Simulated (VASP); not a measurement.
Crystal: Ti3Al.

```
Ti Al
1.0
     0.00000    3.12317    3.12317
     3.12317    0.00000    3.12317
     3.12317    3.12317    0.00000
Ti Al
3 1
Direct
  0.75000 0.75000 0.75000
  0.25000 0.25000 0.25000
  0.00000 0.00000 0.00000
  0.50000 0.50000 0.50000
```

Base run:

| Quantity | Value |
| --- | --- |
| Program | VASP 6.6.1 |
| Functional | PBEsol |
| Potentials or basis | VASP PAW PBE potentials, release 64 (Ti_sv, Al) |
| Cutoff | 520 eV |
| k mesh | 12 × 12 × 12 |
| Occupations | gaussian, width 0.15 eV |
| Spin | collinear spin, ferromagnetic start |
| Starting moments | [1.0, 1.0, 1.0, 0.0] μB |
| Fixed moment | 3 μB |

Its results: pressure 10.2 GPa; site moments Ti +0.56, +1.12; Al -0.02 μB.

Question: The run is repeated on the same cell with these changes: fixed moment from 3 μB to 1.2 μB; moments at the start from [1.0, 1.0, 1.0, 0.0] to [0.4, 0.4, 0.4, 0.0]. What comes out?

Answer: Pressure 8.1 GPa; site moments Ti +0.13, +0.68; Al -0.01 μB.

Caveats: the PAW data sets were made with another functional, which shifts forces and pressure a little; the total moment is fixed, so each spin has its own Fermi level.
